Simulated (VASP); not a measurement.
# WS2 in VASP: further runs

Runs on WS2. Level: PBE+D3(BJ). Tasks: single point.

Program: VASP 6.6.1. These are calculated values, not measurements. Logs are shortened: lines on timing, memory, paths and dates and some standing lists are left out, and cuts for length are marked.

## (1) The cell of the first run

The cell holds a slab with vacuum, 6 atoms: a = 3.160 Å, b = 3.160 Å, c = 23.804 Å, α = 90.00°, β = 90.00°, γ = 120.00°.

## (2) Single point, PBE+D3(BJ) (layers slid over each other)

The input, INCAR:

```
SYSTEM = WS2
PREC = Accurate
ENCUT = 520
EDIFF = 1E-6
ISMEAR = 0
SIGMA = 0.05
LREAL = .False.
LASPH = .True.
NELM = 80
ALGO = Normal
ISIF = 2
LWAVE = .False.
LCHARG = .False.
LDIPOL = .True.
IDIPOL = 3
DIPOL = 0.5 0.5 0.389
GGA = PE
IVDW = 12
NBANDS = 35
```

The input, KPOINTS:

```
Automatic mesh
0
Gamma
  9 9 1
  0 0 0
```

The input, POSCAR:

```
WS2
1.0
    3.1595457497      0.0000000000      0.0000000000
   -1.5797728749      2.7362468836      0.0000000000
    0.0000000000      0.0000000000     23.8042575719
S W
4 2
Direct
    0.3333333333      0.6666666667      0.1890418126
    0.3333333333      0.6666666667      0.3214605103
    0.6666666667      0.6666666667      0.4563103366
    0.6666666667      0.6666666667      0.5887290343
    0.6666666667      0.3333333333      0.2552511581
    0.3333333333      1.0000000000      0.5225196821
```

Potentials or basis: VASP PAW PBE potentials, release 64 (S, W_sv).

The run is started by

```bash
> cat potpaw_PBE.64/S/POTCAR potpaw_PBE.64/W_sv/POTCAR > POTCAR
> mpirun -np 1 vasp_std > vasp.out
```

OUTCAR:

```text
SYSTEM = WS2
   PREC = Accurate
   ENCUT = 520
   EDIFF = 1E-6
   ISMEAR = 0
   LREAL = .False.
   LASPH = .True.
   NELM = 80
   ISIF = 2
   GGA = PE
   IVDW = 12
 IVDW          = 12

 ion  position               nearest neighbor table
   1  0.333  0.667  0.189-   5 2.41   5 2.41   5 2.41
   2  0.333  0.667  0.321-   5 2.41   5 2.41   5 2.41
   3  0.667  0.667  0.456-   6 2.41   6 2.41   6 2.41
   4  0.667  0.667  0.589-   6 2.41   6 2.41   6 2.41
   5  0.667  0.333  0.255-   1 2.41   1 2.41   1 2.41   2 2.41   2 2.41   2 2.41
   6  0.333  0.000  0.523-   3 2.41   3 2.41   3 2.41   4 2.41   4 2.41   4 2.41

  LATTYP: Found a hexagonal cell.
 ALAT       =     3.1595457497
 C/A-ratio  =     7.5340759266

  Lattice vectors:

 A1 = (   3.1595457497,   0.0000000000,   0.0000000000)
 A2 = (  -1.5797728749,   2.7362468836,   0.0000000000)
 A3 = (   0.0000000000,   0.0000000000,  23.8042575719)

Analysis of symmetry for initial positions (statically):
=====================================================================
 Subroutine PRICEL returns:
 Original cell was already a primitive cell.

 Routine SETGRP: Setting up the symmetry group for a
 hexagonal supercell.

 Subroutine GETGRP returns: Found  2 space group operations
 (whereof  1 operations were pure point group operations)
 out of a pool of 24 trial point group operations.

The static configuration has the point symmetry C_1 .
 The point group associated with its full space group is S_2 .

Analysis of symmetry for dynamics (positions and initial velocities):
=====================================================================
 Subroutine PRICEL returns:
 Original cell was already a primitive cell.

 Routine SETGRP: Setting up the symmetry group for a
 hexagonal supercell.

 Subroutine GETGRP returns: Found  2 space group operations
 (whereof  1 operations were pure point group operations)
 out of a pool of 24 trial point group operations.

The dynamic configuration has the point symmetry C_1 .
 The point group associated with its full space group is S_2 .

 Subroutine INISYM returns: Found  2 space group operations
 (whereof  1 operations are pure point group operations),
 and found     1 'primitive' translations

----------------------------------------------------------------------------------------

                                     Primitive cell

  volume of cell :     205.7949

  direct lattice vectors                    reciprocal lattice vectors
     3.159545750  0.000000000  0.000000000     0.316501193  0.182732049  0.000000000
    -1.579772875  2.736246884  0.000000000     0.000000000  0.365464098  0.000000000
     0.000000000  0.000000000 23.804257572     0.000000000  0.000000000  0.042009292

  length of vectors
     3.159545750  3.159545750 23.804257572     0.365464098  0.365464098  0.042009292

  position of ions in fractional coordinates (direct lattice)
     0.333333333  0.666666667  0.189041813
     0.333333333  0.666666667  0.321460510
     0.666666667  0.666666667  0.456310337
     0.666666667  0.666666667  0.588729034
     0.666666667  0.333333333  0.255251158
     0.333333333  0.000000000  0.522519682

  ion indices of the primitive-cell ions
   primitive index   ion index
                 1           1
                 2           2
                 3           3
                 4           4
                 5           5
                 6           6

----------------------------------------------------------------------------------------

 KPOINTS: Automatic mesh

Automatic generation of k-mesh.
 Grid dimensions read from file:
 generate k-points for:    9    9    1

 Generating k-lattice:

  Cartesian coordinates                     Fractional coordinates (reciprocal lattice)
     0.035166799  0.020303561  0.000000000     0.111111111 -0.000000000  0.000000000
     0.000000000  0.040607122  0.000000000     0.000000000  0.111111111  0.000000000
     0.000000000  0.000000000  0.042009292     0.000000000  0.000000000  1.000000000

  Length of vectors
     0.040607122  0.040607122  0.042009292

  Shift w.r.t. Gamma in fractional coordinates (k-lattice)
     0.000000000  0.000000000  0.000000000

 Subroutine IBZKPT returns following result:
 ===========================================

 Found     41 irreducible k-points:

 Following reciprocal coordinates:
            Coordinates               Weight
  0.000000  0.000000  0.000000      1.000000
  0.111111 -0.000000  0.000000      2.000000
  0.000000  0.111111  0.000000      2.000000
 -0.111111  0.111111  0.000000      2.000000
  0.222222  0.000000  0.000000      2.000000
  0.000000  0.222222  0.000000      2.000000
[... 16 lines left out ...]
  0.333333  0.111111  0.000000      2.000000
 -0.111111  0.444444  0.000000      2.000000
 [... further k-points ...]
   k-points           NKPTS =     41   k-points in BZ     NKDIM =     41   number of bands    NBANDS=     35
   number of dos      NEDOS =    301   number of ions     NIONS =      6
   total plane-waves  NPLWV = 103680
   dimension x,y,z NGX =    24 NGY =   24 NGZ =  180
   dimension x,y,z NGXF=    48 NGYF=   48 NGZF=  360
   ions per type =               4   2
   NGX,Y,Z   is equivalent  to a cutoff of  12.63, 12.63, 12.57 a.u.
   NGXF,Y,Z  is equivalent  to a cutoff of  25.26, 25.26, 25.14 a.u.
 SYSTEM =  WS2
   PREC   = accura    normal or accurate (medium, high low for compatibility)
   ISTART =      0    job   : 0-new  1-cont  2-samecut
   ICHARG =      2    charge: 1-file 2-atom 10-const
   ISPIN  =      1    spin polarized calculation?
   LNONCOLLINEAR =      F non collinear calculations
   LSORBIT =      F    spin-orbit coupling
   LASPH  =      T    aspherical Exc in radial PAW
   ENCUT  =  520.0 eV  38.22 Ry    6.18 a.u.   5.87  5.87 44.26*2*pi/ulx,y,z
   NELM   =     80;   NELMIN=  2; NELMDL= -5     # of ELM steps
   EDIFF  = 0.1E-05   stopping-criterion for ELM
   LREAL  =      F    real-space projection
   EDIFFG = 0.1E-04   stopping-criterion for IOM
   NSW    =      0    number of steps for IOM
   IBRION =     -1    ionic relax: 0-MD 1-quasi-New 2-CG
   NFREE  =      0    steps in history (QN), initial steepest desc. (CG)
   ISIF   =      2    stress and relaxation
   ISYM   =      2    0-nonsym 1-usesym 2-fastsym
   POTIM  = 0.5000    time-step for ionic-motion
   TEBEG  =    0.0;   TEEND  =   0.0 temperature during run
   PSTRESS=    0.0 pullay stress
   NELECT =      52.0000    total number of electrons
   NUPDOWN=      -1.0000    fix difference up-down
   EMIN   =  10.00;   EMAX   =-10.00  energy-range for DOS
   EFERMI =   0.00;   METHOD = LEGACY
   ISMEAR =     0;   SIGMA  =   0.05  broadening in eV -4-tet -1-fermi 0-gaus
   EFERMI_NEDOS =   21; number of points for ismear=-14 and -15
   IALGO  =     38    algorithm
   IMIX   =      4    mixing-type and parameters
     AMIX     =   0.40;   BMIX     =  1.00
     AMIX_MAG =   1.60;   BMIX_MAG =  1.00
  volume/ion in A,a.u.               =      34.30       231.46
  Fermi-wavevector in a.u.,A,eV,Ry     =   1.034978  1.955825 14.574279  1.071179
  Thomas-Fermi vector in A             =   2.169299
   LORBIT       =      0    0 simple, 1 ext, 2 COOP (PROOUT), +10 PAW based schemes
   GGA     = PE    functional components
   LHFCALC =     F    Hartree Fock is set to
   AEXX    =    0.0000 exact exchange contribution
   IVDW    =    12    specifies the selected vdW correction
   LEPSILON=     F    determine dielectric tensor
   LRPA    =     F    only Hartree local field effects (RPA)
 non-spin polarized calculation
 Gauss-broadening in eV      SIGMA  =   0.05
  energy-cutoff  :      520.00
  volume of cell :      205.79
 maximum number of plane-waves:      5566
   NGX = 11   NGY = 11   NGZ = 89

 dipolmoment           0.000000      0.000000      0.000000 electrons x Angstroem

 number of electron      51.9999994 magnetization

 dipolmoment           0.000000      0.000000     -0.000002 electrons x Angstroem

 Free energy of the ion-electron system (eV)
  ---------------------------------------------------
  ext. energy  EPLUGINS =         0.00000000
  ---------------------------------------------------
  free energy    TOTEN  =       -47.27477917 eV

  energy without entropy =      -47.27477917  energy(sigma->0) =      -47.27477917

 E-fermi :   1.4221     XC(G=0):  -6.1301

 val. band max:        1.1026721430   @ k =   0.0000   0.0000   0.0000
 cond. band min:       2.7058679380   @ k =   0.1111   0.2222   0.0000
 fundamental gap:      1.6031957950
 Fermi energy:         1.4221118001

 k-point     1 :       0.0000    0.0000    0.0000
  band No.  band energies     occupation
      1     -73.1914      2.00000
      2     -73.1914      2.00000
      3     -37.4446      2.00000
      4     -37.4446      2.00000
      5     -37.2687      2.00000
      6     -37.2687      2.00000
[... 27 lines left out ...]
     34       3.9003      0.00000
     35       5.8714      0.00000

 k-point     2 :       0.1111   -0.0000    0.0000
  band No.  band energies     occupation
      1     -73.1892      2.00000
      2     -73.1892      2.00000
      3     -37.4369      2.00000
      4     -37.4369      2.00000
      5     -37.3111      2.00000
      6     -37.3111      2.00000
[... 27 lines left out ...]
     34       4.1155      0.00000
     35       6.2315      0.00000

 k-point     3 :       0.0000    0.1111    0.0000
  band No.  band energies     occupation
      1     -73.1892      2.00000
      2     -73.1892      2.00000
      3     -37.4369      2.00000
      4     -37.4369      2.00000
      5     -37.3114      2.00000
      6     -37.3114      2.00000
[... 27 lines left out ...]
     34       4.1261      0.00000
     35       6.2307      0.00000
[... 723 lines left out ...]
 k-point    23 :       0.3333    0.1111    0.0000
  band No.  band energies     occupation
      1     -73.1744      2.00000
      2     -73.1744      2.00000
      3     -37.5761      2.00000
      4     -37.5761      2.00000
      5     -37.3838      2.00000
      6     -37.3838      2.00000
[... 27 lines left out ...]
     34       5.6358      0.00000
     35       7.0468      0.00000

 k-point    24 :      -0.1111    0.4444    0.0000
  band No.  band energies     occupation
      1     -73.1744      2.00000
      2     -73.1744      2.00000
      3     -37.5763      2.00000
      4     -37.5763      2.00000
      5     -37.3839      2.00000
      6     -37.3839      2.00000
[... 27 lines left out ...]
     34       5.5705      0.00000
     35       6.9474      0.00000

 [... further k-points ...]

------------------------ aborting loop because EDIFF is reached ----------------------------------------

 vacuum level on the upper side and lower side of the slab       (xc-potential included)        -0.170        -0.170

 Edisp (eV)   -2.15737

 E8    (eV) :    -0.9365

  FORCE on cell =-STRESS in cart. coord.  units (eV):
  Direction    XX          YY          ZZ          XY          YZ          ZX
  --------------------------------------------------------------------------------------
  -------------------------------------------------------------------------------------
  Total      -0.16553    -0.26275    -0.22373     0.03018    -0.04130     0.26553
  in kB      -1.28868    -2.04556    -1.74177     0.23497    -0.32150     2.06725
  external pressure =       -1.69 kB  Pullay stress =        0.00 kB

 VOLUME and BASIS-vectors are now :
 -----------------------------------------------------------------------------
  energy-cutoff  :      520.00
  volume of cell :      205.79
      direct lattice vectors                 reciprocal lattice vectors
     3.159545750  0.000000000  0.000000000     0.316501193  0.182732049  0.000000000
    -1.579772875  2.736246884  0.000000000     0.000000000  0.365464098  0.000000000
     0.000000000  0.000000000 23.804257572     0.000000000  0.000000000  0.042009292

 POSITION                                       TOTAL-FORCE (eV/Angst)
 -----------------------------------------------------------------------------------
     -0.00000      1.82416      4.50000         0.001277     -0.002754      0.004146
     -0.00000      1.82416      7.65213        -0.049797      0.003933     -0.047748
      1.05318      1.82416     10.86213         0.049797     -0.003933      0.047748
      1.05318      1.82416     14.01426        -0.001277      0.002754     -0.004146
      1.57977      0.91208      6.07606        -0.018512      0.008555      0.040649
      1.05318      0.00000     12.43819         0.018512     -0.008555     -0.040649
 -----------------------------------------------------------------------------------
    total drift:                                0.000000     -0.000000     -0.000322

  FREE ENERGIE OF THE ION-ELECTRON SYSTEM (eV)
  ---------------------------------------------------
  free  energy   TOTEN  =       -49.4321501885 eV

  energy  without entropy=      -49.4321501885  energy(sigma->0) =      -49.43215019

 vacuum level on the upper side and lower side of the slab         6.364         6.364
```

Run time: 14 min. Hardware: 1 thread of AMD EPYC 7R13, shared host; peak memory 0.42 GiB.

What came out:

```
Free energy                : -49.4322 eV
Largest force              : 0.069 eV/Å
Band gap on the k mesh     : 1.60 eV (least direct gap 1.90 eV)
Dispersion energy per atom : -0.360 eV
```

Forces on the atoms (eV/Å):
```
S    0.001 -0.003  0.004
S   -0.050  0.004 -0.048
S    0.050 -0.004  0.048
S   -0.001  0.003 -0.004
W   -0.019  0.009  0.041
W    0.019 -0.009 -0.041
```

Caveat: the cell differs from its parent crystal (layers slid over each other); spin-orbit coupling is left out, which moves the levels of the heavy elements.

## (3) Single point, PBE+D3(BJ) (layers slid over each other)

The input, INCAR:

```
SYSTEM = WS2
ALGO = Normal
DIPOL = 0.5 0.5 0.400
EDIFF = 1E-6
ENCUT = 520
GGA = PE
IDIPOL = 3
ISIF = 2
ISMEAR = 0
IVDW = 12
LASPH = .True.
LCHARG = .False.
LDIPOL = .True.
LREAL = .False.
LWAVE = .False.
NBANDS = 35
NELM = 100
PREC = Accurate
SIGMA = 0.05
```

The input, KPOINTS:

```
k-points
0
Gamma
  9 9 1
  0 0 0
```

The input, POSCAR:

```
WS2
1.0
    3.1595457497      0.0000000000      0.0000000000
   -1.5797728749      2.7362468836      0.0000000000
    0.0000000000      0.0000000000     23.8042575719
S W
4 2
Direct
    0.3333333333      0.6666666667      0.1890418126
    0.3333333333      0.6666666667      0.3214605103
    0.6666666667      0.6666666667      0.4785752612
    0.6666666667      0.6666666667      0.6109939589
    0.6666666667      0.3333333333      0.2552511581
    0.3333333333      1.0000000000      0.5447846067
```

Potentials or basis: VASP PAW PBE potentials, release 64 (S, W_sv).

The run is started by

```bash
> cat potpaw_PBE.64/S/POTCAR potpaw_PBE.64/W_sv/POTCAR > POTCAR
> mpirun -np 1 vasp_std > vasp.out
```

Run time: 10 min. Hardware: 1 thread of AMD EPYC 7R13, shared host; peak memory 0.42 GiB.

The run converged. Its results:

```
Free energy                : -49.3954 eV
Largest force              : 0.061 eV/Å
Band gap on the k mesh     : 1.84 eV (least direct gap 1.91 eV)
Dispersion energy per atom : -0.345 eV
```

Forces in eV/Å, atoms in the order of the input:
```
S    0.000  0.000  0.004
S   -0.008  0.001  0.061
S    0.008 -0.001 -0.061
S    0.000  0.000 -0.004
W   -0.004  0.002  0.040
W    0.004 -0.002 -0.040
```

Levels at points of the mesh, in eV from the valence-band top:
```
           k point  band 22  band 23  band 24  band 25  band 26  band 27  band 28  band 29  band 30  band 31
(0.00, 0.00, 0.00)    -1.65    -1.65    -1.65    -0.37     0.00     2.84     2.84     2.85     2.85     2.97
```

Caveat: the cell differs from its parent crystal (layers slid over each other); spin-orbit coupling is left out, which moves the levels of the heavy elements.

[end of part 1 of 2]
